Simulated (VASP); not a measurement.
# HgH3 (P-6m2) in VASP: notebook, part 2 of 2

VASP 6.6.1. Earlier steps stand in the parts before.

### 4 Single point, PBE

This run uses another cell than the first one, of 23.81 Å³/atom, 1.511 times its volume.

Input file INCAR:

```
SYSTEM = HgH3
  ALGO = Normal
  EDIFF = 1E-7
  ENCUT = 520
  GGA = PE
  ISIF = 2
  ISMEAR = 0
  LASPH = .True.
  LCHARG = .False.
  LREAL = .False.
  LWAVE = .False.
  NBANDS = 16
  NELM = 80
  PREC = Accurate
  SIGMA = 0.1
```

Input file KPOINTS:

```
k-points
0
Gamma
  6 6 6
  0 0 0
```

Input file POSCAR:

```
HgH3
1.0
    5.3791119374      0.0000000000      0.0000000000
   -2.6895559687      4.6584475876      0.0000000000
    0.0000000000      0.0000000000      3.8014468931
Hg H
1 3
Direct
    0.0000000000      0.0000000000      0.0000000000
    0.0000000000      0.0000000000      0.5000000000
    0.6666666667      0.3333333333      0.4009885060
    0.6666666667      0.3333333333      0.5990114940
```

Potentials or basis: VASP PAW PBE potentials, release 64 (Hg, H).

Started as:

```
> cat potpaw_PBE.64/Hg/POTCAR potpaw_PBE.64/H/POTCAR > POTCAR
> mpirun -np 1 vasp_std > vasp.out
```

OUTCAR:

```text
SYSTEM = HgH3
   EDIFF = 1E-7
   ENCUT = 520
   GGA = PE
   ISIF = 2
   ISMEAR = 0
   LASPH = .True.
   LREAL = .False.
   NELM = 80
   PREC = Accurate

 ion  position               nearest neighbor table
   1  0.000  0.000  0.000-   2 1.90   2 1.90
   2  0.000  0.000  0.500-   1 1.90   1 1.90
   3  0.667  0.333  0.401-   4 0.75
   4  0.667  0.333  0.599-   3 0.75

  LATTYP: Found a hexagonal cell.
 ALAT       =     5.3791119374
 C/A-ratio  =     0.7067052958

  Lattice vectors:

 A1 = (   5.3791119374,   0.0000000000,   0.0000000000)
 A2 = (  -2.6895559687,   4.6584475876,   0.0000000000)
 A3 = (   0.0000000000,   0.0000000000,   3.8014468931)

Analysis of symmetry for initial positions (statically):
=====================================================================
 Subroutine PRICEL returns:
 Original cell was already a primitive cell.

 Routine SETGRP: Setting up the symmetry group for a
 hexagonal supercell.

 Subroutine GETGRP returns: Found 12 space group operations
 (whereof 12 operations were pure point group operations)
 out of a pool of 24 trial point group operations.

The static configuration has the point symmetry D_3h.

Analysis of symmetry for dynamics (positions and initial velocities):
=====================================================================
 Subroutine PRICEL returns:
 Original cell was already a primitive cell.

 Routine SETGRP: Setting up the symmetry group for a
 hexagonal supercell.

 Subroutine GETGRP returns: Found 12 space group operations
 (whereof 12 operations were pure point group operations)
 out of a pool of 24 trial point group operations.

The dynamic configuration has the point symmetry D_3h.

 Subroutine INISYM returns: Found 12 space group operations
 (whereof 12 operations are pure point group operations),
 and found     1 'primitive' translations
[... 111 lines left out ...]
   NUPDOWN=      -1.0000    fix difference up-down
   EMIN   =  10.00;   EMAX   =-10.00  energy-range for DOS
   EFERMI =   0.00;   METHOD = LEGACY
   ISMEAR =     0;   SIGMA  =   0.10  broadening in eV -4-tet -1-fermi 0-gaus
   EFERMI_NEDOS =   21; number of points for ismear=-14 and -15
   IALGO  =     38    algorithm
   IMIX   =      4    mixing-type and parameters
     AMIX     =   0.40;   BMIX     =  1.00
     AMIX_MAG =   1.60;   BMIX_MAG =  1.00
  volume/ion in A,a.u.               =      23.81       160.71
  Fermi-wavevector in a.u.,A,eV,Ry     =   0.884040  1.670592 10.633305  0.781526
  Thomas-Fermi vector in A             =   2.004886
   LORBIT       =      0    0 simple, 1 ext, 2 COOP (PROOUT), +10 PAW based schemes
   GGA     = PE    functional components
   LHFCALC =     F    Hartree Fock is set to
   AEXX    =    0.0000 exact exchange contribution
   IVDW    =     0    specifies the selected vdW correction
   LEPSILON=     F    determine dielectric tensor
   LRPA    =     F    only Hartree local field effects (RPA)
 non-spin polarized calculation
 Gauss-broadening in eV      SIGMA  =   0.10
  energy-cutoff  :      520.00
  volume of cell :       95.26
 maximum number of plane-waves:      2595
   NGX = 21   NGY = 21   NGZ = 15

 number of electron      14.9999998 magnetization

 Free energy of the ion-electron system (eV)
  ---------------------------------------------------
  ext. energy  EPLUGINS =         0.00000000
  ---------------------------------------------------
  free energy    TOTEN  =        -9.55962317 eV

  energy without entropy =       -9.55962317  energy(sigma->0) =       -9.55962317

 E-fermi :  -1.7518     XC(G=0):  -5.7596

 val. band max:       -2.2057878270   @ k =   0.3333   0.3333   0.3333
 cond. band min:      -0.4056594659   @ k =   0.3333   0.3333   0.0000
 fundamental gap:      1.8001283611
 Fermi energy:        -1.7518123586

 k-point     1 :       0.0000    0.0000    0.0000
  band No.  band energies     occupation
      1     -10.1420      2.00000
      2      -8.6276      2.00000
      3      -8.1109      2.00000
      4      -8.1109      2.00000
      5      -8.0421      2.00000
      6      -8.0421      2.00000
[... 433 lines left out ...]
      3      -8.1679      2.00000
      4      -8.0896      2.00000
      5      -8.0735      2.00000
      6      -7.9720      2.00000
[... 8 lines left out ...]
     15       7.8931      0.00000
     16       9.6692      0.00000

 [... further k-points ...]
[... 5 lines left out ...]
  --------------------------------------------------------------------------------------
  -------------------------------------------------------------------------------------
  Total        0.0070919      0.0070919      0.2365336      0.0000000      0.0000000      0.0000000
  in kB        0.1192814      0.1192814      3.9783480      0.0000000      0.0000000      0.0000000
  external PRESSURE =       1.4056369 kB  Pullay stress =       0.0000000 kB

 VOLUME and BASIS-vectors are now :
 -----------------------------------------------------------------------------
  energy-cutoff  :      520.00
  volume of cell :       95.26
      direct lattice vectors                 reciprocal lattice vectors
     5.379111937  0.000000000  0.000000000     0.185904293  0.107331893  0.000000000
    -2.689555969  4.658447588  0.000000000     0.000000000  0.214663787  0.000000000
     0.000000000  0.000000000  3.801446893     0.000000000  0.000000000  0.263057733

 POSITION                                       TOTAL-FORCE (eV/Angst)
 -----------------------------------------------------------------------------------
      0.00000      0.00000      0.00000        -0.000000      0.000000      0.000000
      0.00000      0.00000      1.90072        -0.000000      0.000000      0.000000
      2.68956      1.55282      1.52434        -0.000000     -0.000000      0.013564
      2.68956      1.55282      2.27711         0.000000      0.000000     -0.013564
 -----------------------------------------------------------------------------------
    total drift:                               -0.000000      0.000000      0.000000

  FREE ENERGIE OF THE ION-ELECTRON SYSTEM (eV)
  ---------------------------------------------------
  free  energy   TOTEN  =        -9.5596231687 eV

  energy  without entropy=       -9.5596231687  energy(sigma->0) =       -9.55962317
```

OSZICAR:

```text
N       E                     dE             d eps       ncg     rms          rms(c)
DAV:   1     0.725131494497E+02    0.72513E+02   -0.58975E+03   896   0.727E+02
DAV:   2    -0.790946894730E+01   -0.80423E+02   -0.72412E+02  1128   0.186E+02
DAV:   3    -0.105516738377E+02   -0.26422E+01   -0.26387E+01  1080   0.345E+01
DAV:   4    -0.105588558627E+02   -0.71820E-02   -0.71819E-02  1080   0.216E+00
DAV:   5    -0.105588912231E+02   -0.35360E-04   -0.35360E-04  1112   0.130E-01    0.618E+00
DAV:   6    -0.984285656629E+01    0.71603E+00   -0.39063E-01  1008   0.536E+00    0.337E+00
DAV:   7    -0.955509139456E+01    0.28777E+00   -0.41297E-01  1000   0.414E+00    0.533E-01
DAV:   8    -0.955824381864E+01   -0.31524E-02   -0.85749E-02   968   0.189E+00    0.281E-01
DAV:   9    -0.955929793039E+01   -0.10541E-02   -0.74544E-04   952   0.172E-01    0.117E-01
DAV:  10    -0.955959964918E+01   -0.30172E-03   -0.35588E-04   928   0.129E-01    0.237E-02
DAV:  11    -0.955962160106E+01   -0.21952E-04   -0.41873E-05   936   0.560E-02    0.954E-03
DAV:  12    -0.955962272471E+01   -0.11237E-05   -0.92245E-06   984   0.229E-02    0.507E-03
DAV:  13    -0.955962309225E+01   -0.36753E-06   -0.88200E-07  1088   0.819E-03    0.245E-03
DAV:  14    -0.955962316873E+01   -0.76483E-07   -0.31285E-07   936   0.429E-03
   1 F= -.95596232E+01 E0= -.95596232E+01  d E =-.128730E-11
```

stdout:

```text
POSCAR found type information on POSCAR HgH
 POSCAR found :  2 types and       4 ions
 scaLAPACK will be used
 LDA part: xc-table for (Slater+PW92), standard interpolation
 POSCAR, INCAR and KPOINTS ok, starting setup
 FFT: planning ... GRIDC
 FFT: planning ... GRID_SOFT
 FFT: planning ... GRID
 WAVECAR not read
 entering main loop
```

Wall time 74 s (1 thread of AMD EPYC 7R13, shared host); peak memory 0.19 GiB.

What came out:

* Free energy: -9.5596 eV
* Pressure: 0.1 GPa
* Largest force: 0.014 eV/Å

Forces in eV/Å, atoms in the order of the input:
```
Hg   0.000  0.000  0.000
H    0.000  0.000  0.000
H    0.000  0.000  0.014
H    0.000  0.000 -0.014
```

Levels at points of the mesh, in eV from the Fermi level:
| k point | band 5 | band 6 | band 7 | band 8 | band 9 | band 10 |
| --- | --- | --- | --- | --- | --- | --- |
| (0.00, 0.00, 0.00) | -6.29 | -6.29 | -4.39 | 3.35 | 3.35 | 4.53 |
| (0.50, 0.00, 0.00) | -6.29 | -6.25 | -4.62 | 1.73 | 2.60 | 5.48 |
| (0.00, 0.00, 0.50) | -6.34 | -6.34 | -3.53 | -2.84 | 4.58 | 5.25 |
| (0.50, 0.00, 0.50) | -6.32 | -6.17 | -3.67 | -2.47 | 2.06 | 4.61 |

Caveat: spin-orbit coupling is left out, which moves the levels of the heavy elements.

### 5 The runs side by side

| cell | k mesh | gap on the mesh (eV) | pressure (GPa) | largest force (eV/Å) |
| --- | --- | --- | --- | --- |
| a = 2.847, b = 2.847, c = 8.982 Å, angles 90.0, 90.0, 120.0°, 4 atoms | 6 × 6 × 2 | none | -4.2 | 0.14 |
| a = 5.083, b = 5.083, c = 3.684 Å, angles 90.0, 90.0, 120.0°, 4 atoms | 6 × 6 × 2 | none | 0.3 | 0.03 |
| a = 5.379, b = 5.379, c = 3.801 Å, angles 90.0, 90.0, 120.0°, 4 atoms | 6 × 6 × 6 | none | 0.1 | 0.01 |

Alike in all rows: task single point; level PBE; potentials or basis VASP PAW PBE potentials, release 64 (Hg, H); no spin polarisation; cutoff (eV) 520; smearing gaussian 0.1 eV.

Caveats: some runs use coarse meshes; spin-orbit coupling is left out, which moves the levels of the heavy elements.

Total energies depend on the potentials used, so only differences within one code and one set of settings carry meaning.
